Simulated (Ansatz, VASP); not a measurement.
**WC in VASP and in Ansatz**

```
W C
1.0
     2.89841    0.00000    0.00000
    -1.44921    2.51010    0.00000
     0.00000    0.00000    2.60140
W C
1 1
Direct
  0.00000 0.00000 0.00000
  0.66667 0.33333 0.50000
```

Change from the starting cell: strain +0.000 along x and y, -0.080 along z, atoms carried along.

Alike in both runs: task single point; functional PBEsol; k mesh 24 × 24 × 22; occupations gaussian, width 0.15 eV; no spin polarisation.

|  | VASP | Ansatz |
| --- | --- | --- |
| version | VASP 6.6.1 | Ansatz 0.2.0 |
| potentials or method | VASP PAW PBE potentials, release 64 (W_sv, C), cutoff 520 eV | scalar-relativistic, plane waves, PAW |
| valence electrons in the cell | 18 | 18 |

Ansatz gave:

- gap on the k mesh at the Fermi level (eV): none
- pressure (GPa): 47.7
- traceless stress, the component that is largest in VASP (GPa): 54.90

What did VASP give for the same quantities?

gap on the k mesh at the Fermi level (eV): none; pressure (GPa): 49.8; traceless stress, the component that is largest in VASP (GPa): 55.56.

VASP's potentials were made for PBE, not for PBEsol. A gap of «none» marks a metal or a gap that the smearing closes. Both programs put the cell under a high pressure, so it lies far from rest at this level.

Spin-orbit coupling is off throughout.
